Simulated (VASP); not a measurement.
# PbF2 (Fm-3m) in VASP: a series of runs

PbF2 is run at these levels: PBE; tasks: single point.

Program: VASP 6.6.1. These are calculated values, not measurements. Logs are shortened: lines on timing, memory, paths and dates and some standing lists are left out, and cuts for length are marked.

**1. The cell of the first run**

Symmetry: Fm-3m, No. 225, cubic system. The conventional cell has a = 5.892 Å, b = 5.892 Å, c = 5.892 Å, α = 90.00°, β = 90.00°, γ = 90.00°. Within 3.4 Å of Pb (site symmetry m-3m) lie 8 F at 2.55 Å. Within 3.4 Å of F (site symmetry -43m) lie 4 Pb at 2.55 Å and 6 F at 2.95 Å.

**2. Single point, PBE**

Contents of INCAR:

```
SYSTEM = PbF2
PREC     = Accurate       ! precision mode
ENCUT    = 520            ! plane-wave cutoff, eV
EDIFF    = 1E-7           ! SCF threshold, eV
ISMEAR   = 0              ! smearing method
SIGMA    = 0.01           ! smearing width, eV
LREAL    = .False.        ! projectors in reciprocal space
LASPH    = .True.         ! aspherical terms in the spheres
NELM     = 60             ! most SCF steps
ALGO     = Normal         ! electronic algorithm
ISIF     = 2              ! what is computed and relaxed
LWAVE    = .False.        ! write WAVECAR
LCHARG   = .False.        ! write CHGCAR
GGA      = PE             ! functional
NBANDS   = 21             ! bands
```

Contents of KPOINTS:

```
Automatic mesh
0
Gamma
  3 3 3
  0 0 0
```

Contents of POSCAR:

```
PbF2
1.0
    0.0000000000      2.9458082816      2.9458082816
    2.9458082816      0.0000000000      2.9458082816
    2.9458082816      2.9458082816      0.0000000000
Pb F
1 2
Direct
    0.0000000000      0.0000000000      0.0000000000
    0.2500000000      0.2500000000      0.2500000000
    0.7500000000      0.7500000000      0.7500000000
```

Potentials or basis: VASP PAW PBE potentials, release 64 (Pb_d, F).

Command:

```
$ cat potpaw_PBE.64/Pb_d/POTCAR potpaw_PBE.64/F/POTCAR > POTCAR
$ mpirun -np 1 vasp_std > vasp.out
```

OUTCAR:

```text
SYSTEM = PbF2
   PREC = Accurate
   ENCUT = 520
   EDIFF = 1E-7
   ISMEAR = 0
   LREAL = .False.
   LASPH = .True.
   NELM = 60
   ISIF = 2
   GGA = PE

 ion  position               nearest neighbor table
   1  0.000  0.000  0.000-   2 2.55   3 2.55   3 2.55   3 2.55   3 2.55   2 2.55   2 2.55   2 2.55

   2  0.250  0.250  0.250-   1 2.55   1 2.55   1 2.55   1 2.55
   3  0.750  0.750  0.750-   1 2.55   1 2.55   1 2.55   1 2.55

  LATTYP: Found a face centered cubic cell.
 ALAT       =     5.8916165632

  Lattice vectors:

 A1 = (   0.0000000000,   2.9458082816,   2.9458082816)
 A2 = (   2.9458082816,   0.0000000000,   2.9458082816)
 A3 = (   2.9458082816,   2.9458082816,   0.0000000000)

Analysis of symmetry for initial positions (statically):
=====================================================================
 Subroutine PRICEL returns:
 Original cell was already a primitive cell.

 Routine SETGRP: Setting up the symmetry group for a
 face centered cubic supercell.

 Subroutine GETGRP returns: Found 48 space group operations
 (whereof 48 operations were pure point group operations)
 out of a pool of 48 trial point group operations.

The static configuration has the point symmetry O_h .

Analysis of symmetry for dynamics (positions and initial velocities):
=====================================================================
 Subroutine PRICEL returns:
 Original cell was already a primitive cell.

 Routine SETGRP: Setting up the symmetry group for a
 face centered cubic supercell.

 Subroutine GETGRP returns: Found 48 space group operations
 (whereof 48 operations were pure point group operations)
 out of a pool of 48 trial point group operations.

The dynamic configuration has the point symmetry O_h .

 Subroutine INISYM returns: Found 48 space group operations
 (whereof 48 operations are pure point group operations),
 and found     1 'primitive' translations

----------------------------------------------------------------------------------------

                                     Primitive cell

  volume of cell :      51.1262

  direct lattice vectors                    reciprocal lattice vectors
     0.000000000  2.945808282  2.945808282    -0.169732702  0.169732702  0.169732702
[... 61 lines left out ...]
   ISPIN  =      1    spin polarized calculation?
   LNONCOLLINEAR =      F non collinear calculations
   LSORBIT =      F    spin-orbit coupling
   LASPH  =      T    aspherical Exc in radial PAW
   ENCUT  =  520.0 eV  38.22 Ry    6.18 a.u.   7.75  7.75  7.75*2*pi/ulx,y,z
   NELM   =     60;   NELMIN=  2; NELMDL= -5     # of ELM steps
   EDIFF  = 0.1E-06   stopping-criterion for ELM
   LREAL  =      F    real-space projection
   EDIFFG = 0.1E-05   stopping-criterion for IOM
   NSW    =      0    number of steps for IOM
   IBRION =     -1    ionic relax: 0-MD 1-quasi-New 2-CG
   NFREE  =      0    steps in history (QN), initial steepest desc. (CG)
   ISIF   =      2    stress and relaxation
   ISYM   =      2    0-nonsym 1-usesym 2-fastsym
   POTIM  = 0.5000    time-step for ionic-motion
   TEBEG  =    0.0;   TEEND  =   0.0 temperature during run
   PSTRESS=    0.0 pullay stress
   NELECT =      28.0000    total number of electrons
   NUPDOWN=      -1.0000    fix difference up-down
   EMIN   =  10.00;   EMAX   =-10.00  energy-range for DOS
   EFERMI =   0.00;   METHOD = LEGACY
   ISMEAR =     0;   SIGMA  =   0.01  broadening in eV -4-tet -1-fermi 0-gaus
   EFERMI_NEDOS =   21; number of points for ismear=-14 and -15
   IALGO  =     38    algorithm
   IMIX   =      4    mixing-type and parameters
     AMIX     =   0.40;   BMIX     =  1.00
     AMIX_MAG =   1.60;   BMIX_MAG =  1.00
  volume/ion in A,a.u.               =      17.04       115.01
  Fermi-wavevector in a.u.,A,eV,Ry     =   1.339408  2.531115 24.409055  1.794015
  Thomas-Fermi vector in A             =   2.467803
   LORBIT       =      0    0 simple, 1 ext, 2 COOP (PROOUT), +10 PAW based schemes
   GGA     = PE    functional components
   LHFCALC =     F    Hartree Fock is set to
   AEXX    =    0.0000 exact exchange contribution
   IVDW    =     0    specifies the selected vdW correction
   LEPSILON=     F    determine dielectric tensor
   LRPA    =     F    only Hartree local field effects (RPA)
 non-spin polarized calculation
 Gauss-broadening in eV      SIGMA  =   0.01
  energy-cutoff  :      520.00
  volume of cell :       51.13
 maximum number of plane-waves:      1411
   NGX = 15   NGY = 15   NGZ = 15

 number of electron      27.9999995 magnetization

 Free energy of the ion-electron system (eV)
  ---------------------------------------------------
  ext. energy  EPLUGINS =         0.00000000
  ---------------------------------------------------
  free energy    TOTEN  =       -14.31323668 eV

  energy without entropy =      -14.31323668  energy(sigma->0) =      -14.31323668

 E-fermi :   2.1974     XC(G=0):  -9.4964

 val. band max:        2.0896252826   @ k =  -0.3333   0.3333   0.0000
 cond. band min:       6.7633405980   @ k =   0.3333   0.3333   0.0000
 fundamental gap:      4.6737153154
 Fermi energy:         2.1973794511

 k-point     1 :       0.0000    0.0000    0.0000
  band No.  band energies     occupation
      1     -19.1303      2.00000
      2     -18.4765      2.00000
      3     -12.3469      2.00000
      4     -12.3469      2.00000
      5     -12.3469      2.00000
      6     -12.2823      2.00000
[... 85 lines left out ...]
     20      18.1465      0.00000
     21      18.8365      0.00000

------------------------ aborting loop because EDIFF is reached ----------------------------------------

  FORCE on cell =-STRESS in cart. coord.  units (eV):
  Direction    XX          YY          ZZ          XY          YZ          ZX
  --------------------------------------------------------------------------------------
  -------------------------------------------------------------------------------------
  Total        1.2701225      1.2701225      1.2701225      0.0000000      0.0000000     -0.0000000
  in kB       39.8027206     39.8027206     39.8027206      0.0000000      0.0000000     -0.0000000
  external PRESSURE =      39.8027206 kB  Pullay stress =       0.0000000 kB

 VOLUME and BASIS-vectors are now :
 -----------------------------------------------------------------------------
  energy-cutoff  :      520.00
  volume of cell :       51.13
      direct lattice vectors                 reciprocal lattice vectors
     0.000000000  2.945808282  2.945808282    -0.169732702  0.169732702  0.169732702
     2.945808282  0.000000000  2.945808282     0.169732702 -0.169732702  0.169732702
     2.945808282  2.945808282  0.000000000     0.169732702  0.169732702 -0.169732702

 POSITION                                       TOTAL-FORCE (eV/Angst)
 -----------------------------------------------------------------------------------
      0.00000      0.00000      0.00000         0.000000      0.000000      0.000000
      1.47290      1.47290      1.47290         0.000000     -0.000000     -0.000000
      4.41871      4.41871      4.41871        -0.000000     -0.000000      0.000000
 -----------------------------------------------------------------------------------
    total drift:                                0.000000     -0.000000      0.000000

  FREE ENERGIE OF THE ION-ELECTRON SYSTEM (eV)
  ---------------------------------------------------
  free  energy   TOTEN  =       -14.3132366775 eV

  energy  without entropy=      -14.3132366775  energy(sigma->0) =      -14.31323668
```

OSZICAR:

```text
N       E                     dE             d eps       ncg     rms          rms(c)
DAV:   1     0.317198678140E+03    0.31720E+03   -0.14406E+04   168   0.154E+03
DAV:   2     0.157059529767E+02   -0.30149E+03   -0.28442E+03   178   0.428E+02
DAV:   3    -0.152570372966E+02   -0.30963E+02   -0.30579E+02   198   0.150E+02
DAV:   4    -0.161844580989E+02   -0.92742E+00   -0.92696E+00   183   0.267E+01
DAV:   5    -0.162150478885E+02   -0.30590E-01   -0.30589E-01   219   0.516E+00    0.797E+00
DAV:   6    -0.143163729081E+02    0.18987E+01   -0.86422E+00   223   0.232E+01    0.260E+00
DAV:   7    -0.143167387790E+02   -0.36587E-03   -0.42980E-01   173   0.402E+00    0.154E+00
DAV:   8    -0.143153295793E+02    0.14092E-02   -0.95609E-02   178   0.346E+00    0.533E-01
DAV:   9    -0.143121039091E+02    0.32257E-02   -0.17863E-02   207   0.104E+00    0.102E-01
DAV:  10    -0.143132318464E+02   -0.11279E-02   -0.14061E-03   168   0.280E-01    0.298E-02
DAV:  11    -0.143132289075E+02    0.29389E-05   -0.10759E-04   211   0.841E-02    0.902E-03
DAV:  12    -0.143132366458E+02   -0.77383E-05   -0.16576E-05   178   0.310E-02    0.361E-03
DAV:  13    -0.143132366855E+02   -0.39657E-07   -0.14218E-06   203   0.934E-03    0.712E-04
DAV:  14    -0.143132366775E+02    0.79444E-08   -0.44516E-08   148   0.170E-03
   1 F= -.14313237E+02 E0= -.14313237E+02  d E =-.940763E-53
```

Run time: 10 s. Hardware: 1 thread of AMD EPYC 7R43 (Zen 3), shared host; peak memory 0.14 GiB.

Results:

```
Free energy            : -14.3132 eV
Pressure               : 4.0 GPa
Band gap on the k mesh : 4.67 eV (least direct gap 5.21 eV)
```

Caveat: the k points lie up to 0.62 Å⁻¹ apart; spin-orbit coupling is left out, which moves the levels of the heavy elements; an odd mesh through Γ misses points on the zone boundary, where band edges can lie.

**3. Single point, PBE**

Contents of INCAR:

```
SYSTEM = PbF2
ALGO = Normal
EDIFF = 1E-6
ENCUT = 520
GGA = PE
ISIF = 2
ISMEAR = 0
LASPH = .TRUE.
LCHARG = .FALSE.
LREAL = .FALSE.
LWAVE = .FALSE.
NBANDS = 21
NELM = 80
PREC = Accurate
SIGMA = 0.01
```

Contents of KPOINTS:

```
k-points
0
G
  4 4 4
  0 0 0
```

POSCAR is that of step 2.

Potentials or basis: VASP PAW PBE potentials, release 64 (Pb_d, F).

Command:

```
$ cat potpaw_PBE.64/Pb_d/POTCAR potpaw_PBE.64/F/POTCAR > POTCAR
$ mpirun -np 1 vasp_std > vasp.out
```

OUTCAR:

```text
SYSTEM = PbF2
   EDIFF = 1E-6
   ENCUT = 520
   GGA = PE
   ISIF = 2
   ISMEAR = 0
   LASPH = .TRUE.
   LREAL = .FALSE.
   NELM = 80
   PREC = Accurate

 ion  position               nearest neighbor table
   1  0.000  0.000  0.000-   2 2.55   3 2.55   3 2.55   3 2.55   3 2.55   2 2.55   2 2.55   2 2.55

   2  0.250  0.250  0.250-   1 2.55   1 2.55   1 2.55   1 2.55
   3  0.750  0.750  0.750-   1 2.55   1 2.55   1 2.55   1 2.55

  LATTYP: Found a face centered cubic cell.
 ALAT       =     5.8916165632

  Lattice vectors:

 A1 = (   0.0000000000,   2.9458082816,   2.9458082816)
 A2 = (   2.9458082816,   0.0000000000,   2.9458082816)
 A3 = (   2.9458082816,   2.9458082816,   0.0000000000)

Analysis of symmetry for initial positions (statically):
=====================================================================
 Subroutine PRICEL returns:
 Original cell was already a primitive cell.

 Routine SETGRP: Setting up the symmetry group for a
 face centered cubic supercell.

[... 148 lines left out ...]
  free energy    TOTEN  =       -14.31302979 eV

  energy without entropy =      -14.31302979  energy(sigma->0) =      -14.31302979

 E-fermi :   2.1958     XC(G=0):  -9.4971

 val. band max:        2.1175261321   @ k =  -0.2500   0.5000   0.2500
 cond. band min:       6.5291041729   @ k =   0.5000   0.5000   0.0000
 fundamental gap:      4.4115780408
 Fermi energy:         2.1958001043

 k-point     1 :       0.0000    0.0000    0.0000
  band No.  band energies     occupation
      1     -19.1331      2.00000
      2     -18.4796      2.00000
      3     -12.3450      2.00000
      4     -12.3450      2.00000
      5     -12.3450      2.00000
      6     -12.2802      2.00000
[... 181 lines left out ...]
     20      18.3524      0.00000
     21      18.3524      0.00000

------------------------ aborting loop because EDIFF is reached ----------------------------------------

  FORCE on cell =-STRESS in cart. coord.  units (eV):
  Direction    XX          YY          ZZ          XY          YZ          ZX
  --------------------------------------------------------------------------------------
  -------------------------------------------------------------------------------------
  Total        1.2681659      1.2681659      1.2681659      0.0000000      0.0000000      0.0000000
  in kB       39.7414046     39.7414046     39.7414046      0.0000000      0.0000000      0.0000000
  external PRESSURE =      39.7414046 kB  Pullay stress =       0.0000000 kB

 VOLUME and BASIS-vectors are now :
 -----------------------------------------------------------------------------
  energy-cutoff  :      520.00
  volume of cell :       51.13
      direct lattice vectors                 reciprocal lattice vectors
     0.000000000  2.945808282  2.945808282    -0.169732702  0.169732702  0.169732702
     2.945808282  0.000000000  2.945808282     0.169732702 -0.169732702  0.169732702
     2.945808282  2.945808282  0.000000000     0.169732702  0.169732702 -0.169732702

 POSITION                                       TOTAL-FORCE (eV/Angst)
 -----------------------------------------------------------------------------------
      0.00000      0.00000      0.00000        -0.000000     -0.000000      0.000000
      1.47290      1.47290      1.47290        -0.000000      0.000000     -0.000000
      4.41871      4.41871      4.41871         0.000000     -0.000000      0.000000
 -----------------------------------------------------------------------------------
    total drift:                                0.000000     -0.000000      0.000000

  FREE ENERGIE OF THE ION-ELECTRON SYSTEM (eV)
  ---------------------------------------------------
  free  energy   TOTEN  =       -14.3130297862 eV

  energy  without entropy=      -14.3130297862  energy(sigma->0) =      -14.31302979
```

OSZICAR:

```text
N       E                     dE             d eps       ncg     rms          rms(c)
DAV:   1     0.293968643906E+03    0.29397E+03   -0.14696E+04   344   0.153E+03
DAV:   2     0.108170439899E+02   -0.28315E+03   -0.26417E+03   365   0.435E+02
DAV:   3    -0.154504745779E+02   -0.26268E+02   -0.25948E+02   401   0.138E+02
DAV:   4    -0.161880817378E+02   -0.73761E+00   -0.73732E+00   371   0.239E+01
DAV:   5    -0.162120726329E+02   -0.23991E-01   -0.23989E-01   414   0.456E+00    0.797E+00
DAV:   6    -0.143150982227E+02    0.18970E+01   -0.84158E+00   451   0.232E+01    0.259E+00
DAV:   7    -0.143166769592E+02   -0.15787E-02   -0.43557E-01   346   0.403E+00    0.154E+00
DAV:   8    -0.143154391326E+02    0.12378E-02   -0.98477E-02   341   0.351E+00    0.553E-01
DAV:   9    -0.143118982270E+02    0.35409E-02   -0.18512E-02   447   0.107E+00    0.101E-01
DAV:  10    -0.143130218997E+02   -0.11237E-02   -0.13979E-03   336   0.286E-01    0.309E-02
DAV:  11    -0.143130212273E+02    0.67240E-06   -0.10993E-04   389   0.878E-02    0.889E-03
DAV:  12    -0.143130300481E+02   -0.88208E-05   -0.16070E-05   346   0.271E-02    0.493E-03
DAV:  13    -0.143130297862E+02    0.26190E-06   -0.25320E-06   379   0.138E-02
   1 F= -.14313030E+02 E0= -.14313030E+02  d E =-.130310E-29
```

Run time: 15 s. Hardware: 1 thread of AMD EPYC 7R43 (Zen 3), shared host; peak memory 0.13 GiB.

Results:

```yaml
Free_energy: -14.3130 eV
Pressure: 4.0 GPa
Band_gap_on_the_k_mesh: 4.41 eV (least direct gap 4.56 eV)
```

Caveat: the k points lie up to 0.46 Å⁻¹ apart; spin-orbit coupling is left out, which moves the levels of the heavy elements.

[end of part 1 of 2]
